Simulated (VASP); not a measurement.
# YPb2IO4 (P4/mmm) in VASP: single point with r2SCAN

Aim: the single point of YPb2IO4 with r2SCAN.

Everything below comes from runs of VASP 6.6.1. Logs are shortened: lines on timing, memory, paths and dates and some standing lists are left out, and cuts for length are marked.

## Step 1: The cell of the first run

The structure is tetragonal, space group P4/mmm (No. 123). The conventional cell has a = 3.878 Å, b = 3.878 Å, c = 9.413 Å, α = 90.00°, β = 90.00°, γ = 90.00°. Pb (site symmetry 4mm) has 4 O at 2.22 Å within 2.9 Å. Y (site symmetry 4/mmm) has 8 O at 2.39 Å within 3.2 Å. Within 4.8 Å of I (site symmetry 4/mmm) lie 8 Pb at 3.54 Å and 8 O at 3.84 Å and 4 I at 3.88 Å and 2 Y at 4.71 Å. O (site symmetry 2mm) has 2 Pb at 2.22 Å and 2 Y at 2.39 Å and 5 O at 2.74 to 2.79 Å within 2.9 Å.

## Step 2: Single point, r2SCAN

POSCAR

```
YPb2IO4
1.0
    3.8780550000      0.0000000000      0.0000000000
    0.0000000000      3.8780550000      0.0000000000
    0.0000000000      0.0000000000      9.4130690000
Pb Y I O
2 1 1 4
Direct
    0.5000000000      0.5000000000      0.7374000000
    0.5000000000      0.5000000000      0.2626000000
    0.0000000000      0.0000000000      0.0000000000
    0.0000000000      0.0000000000      0.5000000000
    0.5000000000      0.0000000000      0.8520000000
    0.0000000000      0.5000000000      0.8520000000
    0.5000000000      0.0000000000      0.1480000000
    0.0000000000      0.5000000000      0.1480000000
```

INCAR.step1

```
SYSTEM = YPb2IO4
PREC = Accurate
ENCUT = 520
ISMEAR = -1
SIGMA = 0.1262
LREAL = .FALSE.
LASPH = .TRUE.
NELM = 80
NBANDS = 45
GGA = PE
ALGO = Normal
EDIFF = 1E-4
LWAVE = .TRUE.
LCHARG = .FALSE.
```

INCAR.step2

```
SYSTEM = YPb2IO4
PREC = Accurate
ENCUT = 520
EDIFF = 1E-6
ISMEAR = -1
SIGMA = 0.1262
LREAL = .FALSE.
LASPH = .TRUE.
NELM = 80
ALGO = Normal
ISIF = 2
LWAVE = .FALSE.
LCHARG = .TRUE.
METAGGA = R2SCAN
LMIXTAU = .TRUE.
LELF = .TRUE.
LVHAR = .TRUE.
NBANDS = 45
ISTART = 1
```

KPOINTS

```
Automatic mesh
0
G
  9 9 4
  0 0 0
```

Potentials or basis: VASP PAW PBE potentials, release 64 (Pb_d, Y_sv, I, O).

On the command line:

```bash
cat potpaw_PBE.64/Pb_d/POTCAR potpaw_PBE.64/Y_sv/POTCAR potpaw_PBE.64/I/POTCAR potpaw_PBE.64/O/POTCAR > POTCAR
cp INCAR.step1 INCAR
mpirun -np 1 vasp_std > vasp.out
cp INCAR.step2 INCAR
mpirun -np 1 vasp_std > vasp.out
```

OUTCAR:

```text
SYSTEM = YPb2IO4
   PREC = Accurate
   ENCUT = 520
   EDIFF = 1E-6
   ISMEAR = -1
   LREAL = .FALSE.
   LASPH = .TRUE.
   NELM = 80
   ISIF = 2
   METAGGA = R2SCAN
   ISTART = 1

 ion  position               nearest neighbor table
   1  0.500  0.500  0.737-   5 2.22   6 2.22   5 2.22   6 2.22   4 3.54   4 3.54   4 3.54   4 3.54
                             3 3.69   3 3.69   3 3.69   3 3.69
   2  0.500  0.500  0.263-   7 2.22   8 2.22   7 2.22   8 2.22   4 3.54   4 3.54   4 3.54   4 3.54
                             3 3.69   3 3.69   3 3.69   3 3.69
   3  0.000  0.000  0.000-   5 2.39   6 2.39   7 2.39   8 2.39   6 2.39   8 2.39   5 2.39   7 2.39
                             1 3.69   2 3.69   1 3.69   2 3.69   1 3.69   2 3.69   1 3.69   2 3.69
   4  0.000  0.000  0.500-   1 3.54   2 3.54   1 3.54   2 3.54   1 3.54   2 3.54   1 3.54   2 3.54

   5  0.500  0.000  0.852-   1 2.22   1 2.22   3 2.39   3 2.39
   6  0.000  0.500  0.852-   1 2.22   1 2.22   3 2.39   3 2.39
   7  0.500  0.000  0.148-   2 2.22   2 2.22   3 2.39   3 2.39
   8  0.000  0.500  0.148-   2 2.22   2 2.22   3 2.39   3 2.39

  LATTYP: Found a simple tetragonal cell.
 ALAT       =     3.8780550000
 C/A-ratio  =     2.4272654720

  Lattice vectors:

 A1 = (   3.8780550000,   0.0000000000,   0.0000000000)
 A2 = (   0.0000000000,   3.8780550000,   0.0000000000)
 A3 = (   0.0000000000,   0.0000000000,   9.4130690000)

Analysis of symmetry for initial positions (statically):
=====================================================================
 Subroutine PRICEL returns:
 Original cell was already a primitive cell.

 Routine SETGRP: Setting up the symmetry group for a
 simple tetragonal supercell.

 Subroutine GETGRP returns: Found 16 space group operations
 (whereof 16 operations were pure point group operations)
 out of a pool of 16 trial point group operations.

The static configuration has the point symmetry D_4h.

Analysis of symmetry for dynamics (positions and initial velocities):
=====================================================================
 Subroutine PRICEL returns:
 Original cell was already a primitive cell.

 Routine SETGRP: Setting up the symmetry group for a
 simple tetragonal supercell.

 Subroutine GETGRP returns: Found 16 space group operations
 (whereof 16 operations were pure point group operations)
 out of a pool of 16 trial point group operations.

The dynamic configuration has the point symmetry D_4h.

 Subroutine INISYM returns: Found 16 space group operations
 (whereof 16 operations are pure point group operations),
 and found     1 'primitive' translations

----------------------------------------------------------------------------------------

                                     Primitive cell

  volume of cell :     141.5661

  direct lattice vectors                    reciprocal lattice vectors
     3.878055000  0.000000000  0.000000000     0.257861222  0.000000000  0.000000000
     0.000000000  3.878055000  0.000000000     0.000000000  0.257861222  0.000000000
     0.000000000  0.000000000  9.413069000     0.000000000  0.000000000  0.106235278

  length of vectors
     3.878055000  3.878055000  9.413069000     0.257861222  0.257861222  0.106235278

  position of ions in fractional coordinates (direct lattice)
     0.500000000  0.500000000  0.737400000
     0.500000000  0.500000000  0.262600000
     0.000000000  0.000000000  0.000000000
     0.000000000  0.000000000  0.500000000
     0.500000000  0.000000000  0.852000000
     0.000000000  0.500000000  0.852000000
     0.500000000  0.000000000  0.148000000
     0.000000000  0.500000000  0.148000000

  ion indices of the primitive-cell ions
   primitive index   ion index
                 1           1
                 2           2
                 3           3
                 4           4
                 5           5
                 6           6
                 7           7
                 8           8

----------------------------------------------------------------------------------------

 KPOINTS: Automatic mesh

Automatic generation of k-mesh.
 Grid dimensions read from file:
 generate k-points for:    9    9    4

 Generating k-lattice:

  Cartesian coordinates                     Fractional coordinates (reciprocal lattice)
     0.028651247  0.000000000  0.000000000     0.111111111  0.000000000  0.000000000
     0.000000000  0.028651247  0.000000000     0.000000000  0.111111111  0.000000000
     0.000000000  0.000000000  0.026558819     0.000000000  0.000000000  0.250000000

  Length of vectors
     0.028651247  0.028651247  0.026558819

  Shift w.r.t. Gamma in fractional coordinates (k-lattice)
     0.000000000  0.000000000  0.000000000

 Subroutine IBZKPT returns following result:
 ===========================================

 Found     45 irreducible k-points:

 Following reciprocal coordinates:
            Coordinates               Weight
  0.000000  0.000000  0.000000      1.000000
  0.111111  0.000000  0.000000      4.000000
  0.222222  0.000000  0.000000      4.000000
  0.333333  0.000000  0.000000      4.000000
  0.444444  0.000000  0.000000      4.000000
  0.111111  0.111111  0.000000      4.000000
[... 16 lines left out ...]
  0.333333  0.111111  0.250000     16.000000
  0.444444  0.111111  0.250000     16.000000
 [... further k-points ...]
   k-points           NKPTS =     45   k-points in BZ     NKDIM =     45   number of bands    NBANDS=     45
   number of dos      NEDOS =    301   number of ions     NIONS =      8
   total plane-waves  NPLWV =  63000
   dimension x,y,z NGX =    30 NGY =   30 NGZ =   70
   dimension x,y,z NGXF=    60 NGYF=   60 NGZF=  140
   ions per type =               2   1   1   4
   NGX,Y,Z   is equivalent  to a cutoff of  12.86, 12.86, 12.36 a.u.
   NGXF,Y,Z  is equivalent  to a cutoff of  25.72, 25.72, 24.73 a.u.
 SYSTEM =  YPb2IO4
   PREC   = accura    normal or accurate (medium, high low for compatibility)
   ISTART =      1    job   : 0-new  1-cont  2-samecut
   ICHARG =      0    charge: 1-file 2-atom 10-const
   ISPIN  =      1    spin polarized calculation?
   LNONCOLLINEAR =      F non collinear calculations
   LSORBIT =      F    spin-orbit coupling
   LASPH  =      T    aspherical Exc in radial PAW
   ENCUT  =  520.0 eV  38.22 Ry    6.18 a.u.   7.21  7.21 17.50*2*pi/ulx,y,z
   NELM   =     80;   NELMIN=  2; NELMDL=  0     # of ELM steps
   EDIFF  = 0.1E-05   stopping-criterion for ELM
   LREAL  =      F    real-space projection
   EDIFFG = 0.1E-04   stopping-criterion for IOM
   NSW    =      0    number of steps for IOM
   IBRION =     -1    ionic relax: 0-MD 1-quasi-New 2-CG
   NFREE  =      0    steps in history (QN), initial steepest desc. (CG)
   ISIF   =      2    stress and relaxation
   ISYM   =      2    0-nonsym 1-usesym 2-fastsym
   POTIM  = 0.5000    time-step for ionic-motion
   TEBEG  =    0.0;   TEEND  =   0.0 temperature during run
   PSTRESS=    0.0 pullay stress
   NELECT =      70.0000    total number of electrons
   NUPDOWN=      -1.0000    fix difference up-down
   EMIN   =  10.00;   EMAX   =-10.00  energy-range for DOS
   EFERMI =   0.00;   METHOD = LEGACY
   ISMEAR =    -1;   SIGMA  =   0.13  broadening in eV -4-tet -1-fermi 0-gaus
   EFERMI_NEDOS =   21; number of points for ismear=-14 and -15
   IALGO  =     38    algorithm
   IMIX   =      4    mixing-type and parameters
     AMIX     =   0.40;   BMIX     =  1.00
     AMIX_MAG =   1.60;   BMIX_MAG =  1.00
  volume/ion in A,a.u.               =      17.70       119.42
  Fermi-wavevector in a.u.,A,eV,Ry     =   1.294557  2.446358 22.801696  1.675877
  Thomas-Fermi vector in A             =   2.426132
   LORBIT       =      0    0 simple, 1 ext, 2 COOP (PROOUT), +10 PAW based schemes
   METAGGA = R2SCAN    functional components
   LHFCALC =     F    Hartree Fock is set to
   AEXX    =    0.0000 exact exchange contribution
   IVDW    =     0    specifies the selected vdW correction
   LEPSILON=     F    determine dielectric tensor
   LRPA    =     F    only Hartree local field effects (RPA)
 non-spin polarized calculation
  energy-cutoff  :      520.00
  volume of cell :      141.57
 maximum number of plane-waves:      3838
 NGX is ok and might be reduce to    30
   NGX = 15   NGY = 15   NGZ = 35

 number of electron      70.0000012 magnetization

 Free energy of the ion-electron system (eV)
  ---------------------------------------------------
  ext. energy  EPLUGINS =         0.00000000
  ---------------------------------------------------
  free energy    TOTEN  =      -195.67638089 eV

  energy without entropy =     -195.54465812  energy(sigma->0) =     -195.61051950

 E-fermi :   4.6098     XC(G=0): -10.9557

 val. band max:        4.5932971119   @ k =   0.2222   0.0000   0.2500
 cond. band min:       4.6221723936   @ k =   0.4444   0.1111   0.0000
 fundamental gap:      0.0288752817
 Fermi energy:         4.6097724956

 k-point     1 :       0.0000    0.0000    0.0000
  band No.  band energies     occupation
      1     -37.0355      2.00000
      2     -16.9806      2.00000
      3     -16.3614      2.00000
      4     -16.3614      2.00000
      5     -14.4131      2.00000
      6     -13.8232      2.00000
[... 37 lines left out ...]
     44      12.1998      0.00000
     45      13.1479      0.00000

 k-point     2 :       0.1111    0.0000    0.0000
  band No.  band energies     occupation
      1     -37.0339      2.00000
      2     -16.9492      2.00000
      3     -16.4648      2.00000
      4     -16.3594      2.00000
      5     -14.3287      2.00000
      6     -13.7838      2.00000
[... 37 lines left out ...]
     44      12.1088      0.00000
     45      12.6373      0.00000

 k-point     3 :       0.2222    0.0000    0.0000
  band No.  band energies     occupation
      1     -37.0300      2.00000
      2     -16.8660      2.00000
      3     -16.6902      2.00000
      4     -16.3543      2.00000
      5     -14.1684      2.00000
      6     -13.7358      2.00000
[... 997 lines left out ...]
     44      12.4536      0.00000
     45      12.8029      0.00000

 k-point    24 :       0.4444    0.1111    0.2500
  band No.  band energies     occupation
      1     -37.0212      2.00000
      2     -17.0269      2.00000
      3     -16.6602      2.00000
      4     -16.4428      2.00000
      5     -13.9230      2.00000
      6     -13.8978      2.00000
[... 37 lines left out ...]
     44      12.6020      0.00000
     45      12.8618      0.00000

 [... further k-points ...]

------------------------ aborting loop because EDIFF is reached ----------------------------------------

  FORCE on cell =-STRESS in cart. coord.  units (eV):
  Direction    XX          YY          ZZ          XY          YZ          ZX
  --------------------------------------------------------------------------------------
  -------------------------------------------------------------------------------------
  Total        3.8475166      3.8475166      0.0383777      0.0000000      0.0000000     -0.0000000
  in kB       43.5443603     43.5443603      0.4343401      0.0000000      0.0000000     -0.0000000
  external PRESSURE =      29.1743536 kB  Pullay stress =       0.0000000 kB

 VOLUME and BASIS-vectors are now :
 -----------------------------------------------------------------------------
  energy-cutoff  :      520.00
  volume of cell :      141.57
      direct lattice vectors                 reciprocal lattice vectors
     3.878055000  0.000000000  0.000000000     0.257861222  0.000000000  0.000000000
     0.000000000  3.878055000  0.000000000     0.000000000  0.257861222  0.000000000
     0.000000000  0.000000000  9.413069000     0.000000000  0.000000000  0.106235278

 POSITION                                       TOTAL-FORCE (eV/Angst)
 -----------------------------------------------------------------------------------
      1.93903      1.93903      6.94120        -0.000000      0.000000     -0.266424
      1.93903      1.93903      2.47187         0.000000      0.000000      0.266424
      0.00000      0.00000      0.00000        -0.000000     -0.000000      0.000000
      0.00000      0.00000      4.70653        -0.000000     -0.000000      0.000000
      1.93903      0.00000      8.01993        -0.000000     -0.000000      0.543632
      0.00000      1.93903      8.01993        -0.000000     -0.000000      0.543632
      1.93903      0.00000      1.39313        -0.000000     -0.000000     -0.543632
      0.00000      1.93903      1.39313        -0.000000     -0.000000     -0.543632
 -----------------------------------------------------------------------------------
    total drift:                                0.000000      0.000000     -0.000000

  FREE ENERGIE OF THE ION-ELECTRON SYSTEM (eV)
  ---------------------------------------------------
  free  energy   TOTEN  =      -195.6763808903 eV

  energy  without entropy=     -195.5446581191  energy(sigma->0) =     -195.61051950
```

It took 30 min on 1 thread of Intel Xeon 8259CL, shared host; peak memory 0.46 GiB.

What came out:

```yaml
Free_energy: -195.6764 eV
Pressure: 2.9 GPa
Largest_force: 0.544 eV/Å
Band_gap_on_the_k_mesh: zero (bands 35 and 36 overlap by 0.97 eV)
```

Forces in eV/Å, atoms in the order of the input:
```
Pb   0.000  0.000 -0.266
Pb   0.000  0.000  0.266
Y    0.000  0.000  0.000
I    0.000  0.000  0.000
O    0.000  0.000  0.544
O    0.000  0.000  0.544
O    0.000  0.000 -0.544
O    0.000  0.000 -0.544
```

Caveat: the PAW data sets were made with another functional, which shifts forces and pressure a little; spin-orbit coupling is left out, which moves the levels of the heavy elements.

The gap in the log of VASP goes by the Fermi energy; the results here count the filled bands.